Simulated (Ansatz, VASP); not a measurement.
**La: VASP beside Ansatz**

File INCAR:

```
SYSTEM = La
  ALGO = Normal
  EDIFF = 1E-8
  ENCUT = 520
  GGA = PE
  ISIF = 2
  ISMEAR = -1
  LASPH = .TRUE.
  LCHARG = .FALSE.
  LEFG = .TRUE.
  LREAL = .FALSE.
  LWAVE = .FALSE.
  NBANDS = 18
  NELM = 60
  PREC = Accurate
  SIGMA = 0.05
```

KPOINTS

```
k-points
0
G
  11 11 6
  0 0 0
```

The input POSCAR:

```
La
1.0
    3.7688938684      0.0000000000      0.0000000000
   -1.8844469342      3.2639578342      0.0000000000
    0.0000000000      0.0000000000      6.0093000000
La
2
Direct
    0.3333333333      0.6666666667      0.2500000000
    0.6666666667      0.3333333333      0.7500000000
```

Input for Ansatz:

```yaml
crystal:
  lattice:
    - [3.7688938684, 0.0, 0.0]
    - [-1.8844469342, 3.2639578342, 0.0]
    - [0.0, 0.0, 6.0093]
  atoms:
    - { symbol: La, position: [0.3333333333, 0.6666666667, 0.25] }
    - { symbol: La, position: [0.6666666667, 0.3333333333, 0.75] }
kpoints:
  mp_grid: { grid: [11, 11, 6] }
scf:
  occupations: { method: fermi_dirac, width: 0.05 }
hamiltonian:
  xc: pbe
  pseudopotentials: { kind: all_electron, datasets: crystal }
output:
  forces: true
  stress: true
  eigenvalues: true
  efg: { contact_densities: true }
```

Change from the starting cell: z stretched by -1 % at fixed volume, crystal datasets.

Alike in both runs: task electric field gradients; functional PBE; k mesh 11 × 11 × 6; occupations fermi-dirac, width 0.05 eV; no spin polarisation.

```csv
,VASP,Ansatz
version,VASP 6.6.1,Ansatz 0.2.0
potentials or method,"VASP PAW PBE potentials, release 64 (La), cutoff 520 eV","all-electron PAW with datasets made for the crystal, scalar-relativistic"
```

|  | VASP | Ansatz | Ansatz less VASP |
| --- | --- | --- | --- |
| pressure (GPa) | 0.5 | 0.5 | -0.04 |
| traceless stress, the component that is largest in VASP (GPa) | 0.14 | 0.14 | -0.006 |
| size of Vzz on the site where it differs most (V/Å²) | 24.6 | 22.8 | -1.84 |

Ansatz ran all-electron here, and VASP with PAW potentials.

Neither program's run includes spin-orbit coupling.
